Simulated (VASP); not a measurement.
# HCO2 (Pbca) in VASP: single point with PBE+D3(BJ)

Aim: the single point of HCO2 with PBE+D3(BJ).

Program: VASP 6.6.1. These are calculated values, not measurements. Logs are shortened: lines on timing, memory, paths and dates and some standing lists are left out, and cuts for length are marked.

### Step 1. The cell of the first run

Symmetry: Pbca, No. 61, orthorhombic system. Conventional cell: a = 6.164 Å, b = 7.628 Å, c = 6.634 Å, α = 90.00°, β = 90.00°, γ = 90.00°. Within 1.4 Å of H (site symmetry 1) lie 1 O at 1.01 Å. Within 1.6 Å of C (site symmetry 1) lie 2 O at 1.23 to 1.31 Å and 1 C at 1.55 Å. O (site symmetry 1) has 1 C at 1.23 Å and 1 H at 1.65 Å within 1.7 Å. O (site symmetry 1) has 1 H at 1.01 Å and 1 C at 1.31 Å within 1.4 Å.

### Step 2. Single point, PBE+D3(BJ)

Input file INCAR:

```
SYSTEM = HCO2
PREC     = Accurate       ! precision mode
ENCUT    = 520            ! plane-wave cutoff, eV
EDIFF    = 1E-7           ! SCF threshold, eV
ISMEAR   = 0              ! smearing method
SIGMA    = 0.1            ! smearing width, eV
LREAL    = Auto         
LASPH    = .True.         ! aspherical terms in the spheres
NELM     = 100            ! most SCF steps
ALGO     = Normal         ! electronic algorithm
ISIF     = 2              ! what is computed and relaxed
LWAVE    = .False.        ! write WAVECAR
LCHARG   = .True.         ! write CHGCAR
GGA      = PE             ! functional
IVDW     = 12             ! dispersion correction
LELF     = .True.         ! ELF
LVHAR    = .True.       
NBANDS   = 90             ! bands
```

Input file KPOINTS:

```
Automatic mesh
0
Gamma
  4 4 4
  0 0 0
```

Input file POSCAR:

```
HCO2
1.0
    6.1640448679      0.0000000000      0.0000000000
    0.0000000000      7.6283497630      0.0000000000
    0.0000000000      0.0000000000      6.6343212663
H C O
8 8 16
Direct
    0.8433448378      0.3031658332      0.4045022777
    0.1566551622      0.8031658332      0.0954977223
    0.6566551622      0.6968341668      0.9045022777
    0.3433448378      0.1968341668      0.5954977223
    0.1566551622      0.6968341668      0.5954977223
    0.8433448378      0.1968341668      0.9045022777
    0.3433448378      0.3031658332      0.0954977223
    0.6566551622      0.8031658332      0.4045022777
    0.9164906036      0.0565758961      0.4424624885
    0.0835093964      0.5565758961      0.0575375115
    0.5835093964      0.9434241039      0.9424624885
    0.4164906036      0.4434241039      0.5575375115
    0.0835093964      0.9434241039      0.5575375115
    0.9164906036      0.4434241039      0.9424624885
    0.4164906036      0.0565758961      0.0575375115
    0.5835093964      0.5565758961      0.4424624885
    0.7692440424      0.9922789583      0.3424628087
    0.2307559576      0.4922789583      0.1575371913
    0.7307559576      0.0077210417      0.8424628087
    0.2692440424      0.5077210417      0.6575371913
    0.2307559576      0.0077210417      0.6575371913
    0.7692440424      0.5077210417      0.8424628087
    0.2692440424      0.9922789583      0.1575371913
    0.7307559576      0.4922789583      0.3424628087
    0.9550699874      0.2233027439      0.4690894905
    0.0449300126      0.7233027439      0.0309105095
    0.5449300126      0.7766972561      0.9690894905
    0.4550699874      0.2766972561      0.5309105095
    0.0449300126      0.7766972561      0.5309105095
    0.9550699874      0.2766972561      0.9690894905
    0.4550699874      0.2233027439      0.0309105095
    0.5449300126      0.7233027439      0.4690894905
```

Potentials or basis: VASP PAW PBE potentials, release 64 (H, C, O).

Command:

```bash
$ cat potpaw_PBE.64/H/POTCAR potpaw_PBE.64/C/POTCAR potpaw_PBE.64/O/POTCAR > POTCAR
$ mpirun -np 1 vasp_std > vasp.out
```

OUTCAR:

```text
SYSTEM = HCO2
   PREC = Accurate
   ENCUT = 520
   EDIFF = 1E-7
   ISMEAR = 0
   LREAL = Auto
   LASPH = .True.
   NELM = 100
   ISIF = 2
   GGA = PE
   IVDW = 12
 IVDW          = 12

 ion  position               nearest neighbor table
   1  0.843  0.303  0.405-  25 1.01
   2  0.157  0.803  0.095-  26 1.01
   3  0.657  0.697  0.905-  27 1.01
   4  0.343  0.197  0.595-  28 1.01
   5  0.157  0.697  0.595-  29 1.01
   6  0.843  0.197  0.905-  30 1.01
   7  0.343  0.303  0.095-  31 1.01
   8  0.657  0.803  0.405-  32 1.01
   9  0.916  0.057  0.442-  17 1.23  25 1.31  13 1.55
  10  0.084  0.557  0.058-  18 1.23  26 1.31  14 1.55
  11  0.584  0.943  0.942-  19 1.23  27 1.31  15 1.55
  12  0.416  0.443  0.558-  20 1.23  28 1.31  16 1.55
  13  0.084  0.943  0.558-  21 1.23  29 1.31   9 1.55
  14  0.916  0.443  0.942-  22 1.23  30 1.31  10 1.55
  15  0.416  0.057  0.058-  23 1.23  31 1.31  11 1.55
  16  0.584  0.557  0.442-  24 1.23  32 1.31  12 1.55
  17  0.769  0.992  0.342-   9 1.23
  18  0.231  0.492  0.158-  10 1.23
  19  0.731  0.008  0.842-  11 1.23
  20  0.269  0.508  0.658-  12 1.23
  21  0.231  0.008  0.658-  13 1.23
  22  0.769  0.508  0.842-  14 1.23
  23  0.269  0.992  0.158-  15 1.23
  24  0.731  0.492  0.342-  16 1.23
  25  0.955  0.223  0.469-   1 1.01   9 1.31
  26  0.045  0.723  0.031-   2 1.01  10 1.31
  27  0.545  0.777  0.969-   3 1.01  11 1.31
  28  0.455  0.277  0.531-   4 1.01  12 1.31
  29  0.045  0.777  0.531-   5 1.01  13 1.31
  30  0.955  0.277  0.969-   6 1.01  14 1.31
  31  0.455  0.223  0.031-   7 1.01  15 1.31
  32  0.545  0.723  0.469-   8 1.01  16 1.31

  LATTYP: Found a simple orthorhombic cell.
 ALAT       =     6.1640448679
 B/A-ratio  =     1.0762934742
 C/A-ratio  =     1.2375558463

  Lattice vectors:

 A1 = (  -6.1640448679,   0.0000000000,   0.0000000000)
 A2 = (   0.0000000000,   0.0000000000,   6.6343212663)
 A3 = (   0.0000000000,   7.6283497630,   0.0000000000)

Analysis of symmetry for initial positions (statically):
=====================================================================
 Subroutine PRICEL returns:
 Original cell was already a primitive cell.

 Routine SETGRP: Setting up the symmetry group for a
 simple orthorhombic supercell.

 Subroutine GETGRP returns: Found  8 space group operations
 (whereof  2 operations were pure point group operations)
 out of a pool of  8 trial point group operations.

The static configuration has the point symmetry S_2 .
 The point group associated with its full space group is D_2h.

Analysis of symmetry for dynamics (positions and initial velocities):
=====================================================================
 Subroutine PRICEL returns:
 Original cell was already a primitive cell.

 Routine SETGRP: Setting up the symmetry group for a
 simple orthorhombic supercell.

 Subroutine GETGRP returns: Found  8 space group operations
 (whereof  2 operations were pure point group operations)
 out of a pool of  8 trial point group operations.

The dynamic configuration has the point symmetry S_2 .
 The point group associated with its full space group is D_2h.

 Subroutine INISYM returns: Found  8 space group operations
 (whereof  2 operations are pure point group operations),
 and found     1 'primitive' translations

----------------------------------------------------------------------------------------

                                     Primitive cell

  volume of cell :     311.9557

  direct lattice vectors                    reciprocal lattice vectors
     6.164044868  0.000000000  0.000000000     0.162231136  0.000000000  0.000000000
     0.000000000  7.628349763  0.000000000     0.000000000  0.131089951  0.000000000
     0.000000000  0.000000000  6.634321266     0.000000000  0.000000000  0.150731320

  length of vectors
     6.164044868  7.628349763  6.634321266     0.162231136  0.131089951  0.150731320

  position of ions in fractional coordinates (direct lattice)
     0.843344838  0.303165833  0.404502278
     0.156655162  0.803165833  0.095497722
     0.656655162  0.696834167  0.904502278
     0.343344838  0.196834167  0.595497722
     0.156655162  0.696834167  0.595497722
     0.843344838  0.196834167  0.904502278
[... 24 lines left out ...]
     0.455069987  0.223302744  0.030910510
     0.544930013  0.723302744  0.469089490

  ion indices of the primitive-cell ions
   primitive index   ion index
                 1           1
                 2           2
                 3           3
                 4           4
                 5           5
                 6           6
[... 24 lines left out ...]
                31          31
                32          32

----------------------------------------------------------------------------------------

 KPOINTS: Automatic mesh

Automatic generation of k-mesh.
 Grid dimensions read from file:
 generate k-points for:    4    4    4

 Generating k-lattice:

  Cartesian coordinates                     Fractional coordinates (reciprocal lattice)
     0.040557784  0.000000000  0.000000000     0.250000000  0.000000000  0.000000000
     0.000000000  0.032772488  0.000000000     0.000000000  0.250000000  0.000000000
     0.000000000  0.000000000  0.037682830     0.000000000  0.000000000  0.250000000

  Length of vectors
     0.040557784  0.032772488  0.037682830

  Shift w.r.t. Gamma in fractional coordinates (k-lattice)
     0.000000000  0.000000000  0.000000000

 Subroutine IBZKPT returns following result:
 ===========================================

 Found     27 irreducible k-points:

 Following reciprocal coordinates:
            Coordinates               Weight
  0.000000  0.000000  0.000000      1.000000
  0.250000  0.000000  0.000000      2.000000
  0.500000  0.000000  0.000000      1.000000
  0.000000  0.250000  0.000000      2.000000
  0.250000  0.250000  0.000000      4.000000
  0.500000  0.250000  0.000000      2.000000
[... 16 lines left out ...]
  0.250000  0.250000  0.500000      4.000000
  0.500000  0.250000  0.500000      2.000000
 [... further k-points ...]
   k-points           NKPTS =     27   k-points in BZ     NKDIM =     27   number of bands    NBANDS=     90
   number of dos      NEDOS =    301   number of ions     NIONS =     32
   total plane-waves  NPLWV = 144000
   dimension x,y,z NGX =    48 NGY =   60 NGZ =   50
   dimension x,y,z NGXF=    96 NGYF=  120 NGZF=  100
   ions per type =               8   8  16
   NGX,Y,Z   is equivalent  to a cutoff of  12.95, 13.08, 12.53 a.u.
   NGXF,Y,Z  is equivalent  to a cutoff of  25.89, 26.15, 25.06 a.u.
 SYSTEM =  HCO2
   PREC   = accura    normal or accurate (medium, high low for compatibility)
   ISTART =      0    job   : 0-new  1-cont  2-samecut
   ICHARG =      2    charge: 1-file 2-atom 10-const
   ISPIN  =      1    spin polarized calculation?
   LNONCOLLINEAR =      F non collinear calculations
   LSORBIT =      F    spin-orbit coupling
   LASPH  =      T    aspherical Exc in radial PAW
   ENCUT  =  520.0 eV  38.22 Ry    6.18 a.u.  11.46 14.18 12.34*2*pi/ulx,y,z
   NELM   =    100;   NELMIN=  2; NELMDL= -5     # of ELM steps
   EDIFF  = 0.1E-06   stopping-criterion for ELM
   LREAL  =      T    real-space projection
   EDIFFG = 0.1E-05   stopping-criterion for IOM
   NSW    =      0    number of steps for IOM
   IBRION =     -1    ionic relax: 0-MD 1-quasi-New 2-CG
   NFREE  =      0    steps in history (QN), initial steepest desc. (CG)
   ISIF   =      2    stress and relaxation
   ISYM   =      2    0-nonsym 1-usesym 2-fastsym
   POTIM  = 0.5000    time-step for ionic-motion
   TEBEG  =    0.0;   TEEND  =   0.0 temperature during run
   PSTRESS=    0.0 pullay stress
   NELECT =     136.0000    total number of electrons
   NUPDOWN=      -1.0000    fix difference up-down
   EMIN   =  10.00;   EMAX   =-10.00  energy-range for DOS
   EFERMI =   0.00;   METHOD = LEGACY
   ISMEAR =     0;   SIGMA  =   0.10  broadening in eV -4-tet -1-fermi 0-gaus
   EFERMI_NEDOS =   21; number of points for ismear=-14 and -15
   IALGO  =     38    algorithm
   IMIX   =      4    mixing-type and parameters
     AMIX     =   0.40;   BMIX     =  1.00
     AMIX_MAG =   1.60;   BMIX_MAG =  1.00
  volume/ion in A,a.u.               =       9.75        65.79
  Fermi-wavevector in a.u.,A,eV,Ry     =   1.241338  2.345789 20.965502  1.540921
  Thomas-Fermi vector in A             =   2.375740
   LORBIT       =      0    0 simple, 1 ext, 2 COOP (PROOUT), +10 PAW based schemes
   GGA     = PE    functional components
   LHFCALC =     F    Hartree Fock is set to
   AEXX    =    0.0000 exact exchange contribution
   IVDW    =    12    specifies the selected vdW correction
   LEPSILON=     F    determine dielectric tensor
   LRPA    =     F    only Hartree local field effects (RPA)
 non-spin polarized calculation
 Gauss-broadening in eV      SIGMA  =   0.10
  energy-cutoff  :      520.00
  volume of cell :      311.96
 maximum number of plane-waves:      8424
 NGX is ok and might be reduce to    48
   NGX = 23   NGY = 29   NGZ = 25

 number of electron     136.0000006 magnetization

 Free energy of the ion-electron system (eV)
  ---------------------------------------------------
  ext. energy  EPLUGINS =         0.00000000
  ---------------------------------------------------
  free energy    TOTEN  =      -212.62169984 eV

  energy without entropy =     -212.62169984  energy(sigma->0) =     -212.62169984

 E-fermi :  -0.2366     XC(G=0):  -8.8011

 val. band max:       -0.7376433013   @ k =   0.0000   0.0000   0.0000
 cond. band min:       2.4641917829   @ k =   0.0000   0.0000   0.0000
 fundamental gap:      3.2018350841
 Fermi energy:        -0.2366021927

 k-point     1 :       0.0000    0.0000    0.0000
  band No.  band energies     occupation
      1     -23.0044      2.00000
      2     -22.8369      2.00000
      3     -22.6444      2.00000
      4     -22.6027      2.00000
      5     -22.1840      2.00000
      6     -22.1507      2.00000
[... 72 lines left out ...]
     79       8.5111      0.00000
[... 1908 lines left out ...]
     79       7.8968      0.00000
     80       7.8968      0.00000

 [... further k-points ...]

 [bands above 80 left out]

------------------------ aborting loop because EDIFF is reached ----------------------------------------

 Edisp (eV)   -2.31348

 E8    (eV) :    -0.5623

  FORCE on cell =-STRESS in cart. coord.  units (eV):
  Direction    XX          YY          ZZ          XY          YZ          ZX
  --------------------------------------------------------------------------------------
  -------------------------------------------------------------------------------------
  Total       1.64762     2.30184     0.79436     0.00000     0.00000    -0.00000
  in kB       8.46201    11.82205     4.07974     0.00000     0.00000    -0.00000
  external pressure =        8.12 kB  Pullay stress =        0.00 kB

 VOLUME and BASIS-vectors are now :
 -----------------------------------------------------------------------------
  energy-cutoff  :      520.00
  volume of cell :      311.96
      direct lattice vectors                 reciprocal lattice vectors
     6.164044868  0.000000000  0.000000000     0.162231136  0.000000000  0.000000000
     0.000000000  7.628349763  0.000000000     0.000000000  0.131089951  0.000000000
     0.000000000  0.000000000  6.634321266     0.000000000  0.000000000  0.150731320

 POSITION                                       TOTAL-FORCE (eV/Angst)
 -----------------------------------------------------------------------------------
      5.19842      2.31266      2.68360         0.025609      0.063986      0.002660
      0.96563      6.12683      0.63356        -0.025609      0.063986     -0.002660
      4.04765      5.31569      6.00076        -0.025609     -0.063986      0.002660
      2.11639      1.50152      3.95072         0.025609     -0.063986     -0.002660
      0.96563      5.31569      3.95072        -0.025609     -0.063986     -0.002660
      5.19842      1.50152      6.00076         0.025609     -0.063986      0.002660
[... 24 lines left out ...]
      2.80507      1.70343      0.20507        -0.007361      0.173258      0.018813
      3.35897      5.51761      3.11209         0.007361      0.173258     -0.018813
 -----------------------------------------------------------------------------------
    total drift:                                0.000000      0.000000      0.000000

  FREE ENERGIE OF THE ION-ELECTRON SYSTEM (eV)
  ---------------------------------------------------
  free  energy   TOTEN  =      -214.9351782974 eV

  energy  without entropy=     -214.9351782974  energy(sigma->0) =     -214.93517830
```

Wall time 16 min (1 thread of Intel Xeon Platinum 8559C (Emerald Rapids), shared host); peak memory 0.69 GiB.

What came out:

| Item | Value |
| --- | --- |
| Free energy | -214.9352 eV |
| Pressure | 0.8 GPa |
| Largest force | 0.415 eV/Å |
| Band gap on the k mesh | 3.20 eV |
| Dispersion energy per atom | -0.072 eV |

Forces on the atoms (eV/Å):
```
H    0.026  0.064  0.003
H   -0.026  0.064 -0.003
H   -0.026 -0.064  0.003
H    0.026 -0.064 -0.003
H   -0.026 -0.064 -0.003
H    0.026 -0.064  0.003
H    0.026  0.064 -0.003
H   -0.026  0.064  0.003
C    0.261 -0.026  0.228
C   -0.261 -0.026 -0.228
C   -0.261  0.026  0.228
C    0.261  0.026 -0.228
C   -0.261  0.026 -0.228
C    0.261  0.026  0.228
C    0.261 -0.026 -0.228
C   -0.261 -0.026  0.228
O   -0.302 -0.197 -0.206
O    0.302 -0.197  0.206
O    0.302  0.197 -0.206
O   -0.302  0.197  0.206
O    0.302  0.197  0.206
O   -0.302  0.197 -0.206
O   -0.302 -0.197  0.206
O    0.302 -0.197 -0.206
O   -0.007  0.173 -0.019
O    0.007  0.173  0.019
O    0.007 -0.173 -0.019
O   -0.007 -0.173  0.019
O    0.007 -0.173  0.019
O   -0.007 -0.173 -0.019
O   -0.007  0.173  0.019
O    0.007  0.173 -0.019
```

Levels at points of the mesh, in eV from the valence-band top:
```tsv
k point	band 65	band 66	band 67	band 68	band 69	band 70	band 71	band 72
(0.00, 0.00, 0.00)	-0.34	-0.27	-0.10	0.00	3.20	3.40	3.76	3.93
(0.50, 0.00, 0.00)	-0.25	-0.25	-0.24	-0.24	3.46	3.46	3.65	3.65
(0.00, 0.50, 0.00)	-0.30	-0.30	-0.11	-0.11	3.33	3.33	3.86	3.86
(0.50, 0.50, 0.00)	-0.23	-0.23	-0.23	-0.23	3.55	3.55	3.55	3.55
(0.00, 0.00, 0.50)	-0.21	-0.21	-0.13	-0.13	3.58	3.58	3.65	3.65
(0.50, 0.00, 0.50)	-0.24	-0.24	-0.24	-0.24	3.55	3.55	3.55	3.55
(0.00, 0.50, 0.50)	-0.19	-0.19	-0.19	-0.19	3.64	3.64	3.64	3.64
(0.50, 0.50, 0.50)	-0.22	-0.22	-0.22	-0.22	3.55	3.55	3.55	3.55
```
